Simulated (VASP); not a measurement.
Wanted: the native input for a VASP 6.6.1 run.

* Task: single point
* Functional: PBE
* Potentials or basis: VASP PAW PBE potentials, release 64 (Cu, I)
* Cutoff: 520 eV
* k mesh: 14 × 14 × 1
* Occupations: gaussian, width 0.1 eV
* Spin: no spin polarisation
* Dipole correction: yes
* Further INCAR settings: ALGO = Normal; EDIFF = 1e-07; NBANDS = 16

The structure of CuI lies in POSCAR:

```
CuI
1.0
    3.8349785604      0.0675060295      0.0000000000
   -0.0691441242      3.8349493755      0.0000000000
    0.0000000000      0.0000000000     23.8000000000
Cu I
1 1
Direct
    0.5000000000      0.5000000000      0.2941176471
    0.0000000000      0.0000000000      0.2941176471
```

The cell was generated, and may not be a known phase.

One way to write it, as run:

INCAR

```
SYSTEM = CuI
  ALGO = Normal
  DIPOL = 0.5 0.5 0.294
  EDIFF = 1E-7
  ENCUT = 520
  GGA = PE
  IDIPOL = 3
  ISIF = 2
  ISMEAR = 0
  LASPH = .True.
  LCHARG = .False.
  LDIPOL = .True.
  LREAL = .False.
  LWAVE = .False.
  NBANDS = 16
  NELM = 80
  PREC = Accurate
  SIGMA = 0.1
```

KPOINTS

```
k-points
0
Gamma
  14 14 1
  0 0 0
```

Potentials or basis: VASP PAW PBE potentials, release 64 (Cu, I).

The run is started by

```console
$ cat potpaw_PBE.64/Cu/POTCAR potpaw_PBE.64/I/POTCAR > POTCAR
$ mpirun -np 1 vasp_std > vasp.out
```

Results of the run:

```
Band gap on the k mesh : zero (bands 9 and 10 overlap by 0.96 eV)
```

Caveat: spin-orbit coupling is left out, which moves the levels of the heavy elements.

Run time: 5.3 min on 1 thread of AMD EPYC 9R45 96-Core Processor (Zen 5), with other jobs on the host, peak memory 0.62 GiB.
